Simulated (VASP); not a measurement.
Here is a VASP 6.6.1 calculation.

File INCAR:

```
SYSTEM = AlN
PREC = Accurate
ENCUT = 520
EDIFF = 1E-6
ISMEAR = 0
SIGMA = 0.01
LREAL = .False.
LASPH = .True.
NELM = 60
ALGO = Normal
ISIF = 2
LWAVE = .False.
LCHARG = .False.
NBANDS = 16
```

KPOINTS

```
regular mesh
0
Gamma
  8 8 5
  0 0 0
```

POSCAR

```
AlN
1.0
    3.0887828234      0.0000000000      0.0000000000
   -1.5443914117      2.6749643918      0.0000000000
    0.0000000000      0.0000000000      4.9433073469
Al N
2 2
Direct
    0.3333333333      0.6666666667      0.0000034427
    0.6666666667      0.3333333333      0.5000034427
    0.3333333333      0.6666666667      0.3819965573
    0.6666666667      0.3333333333      0.8819965573
```

Potentials or basis: VASP PAW LDA potentials, release 64 (Al, N).

The run is started by

```bash
$ cat potpaw_LDA.64/Al/POTCAR potpaw_LDA.64/N/POTCAR > POTCAR
$ mpirun -np 1 vasp_std > vasp.out
```

Q: Predict the pressure.

A: 0.6 GPa.

Q: What does it give for the band gap on the k mesh?

A: 4.42 eV, direct.

Expect the measured gap to be larger: semilocal functionals such as LDA lack the derivative discontinuity.
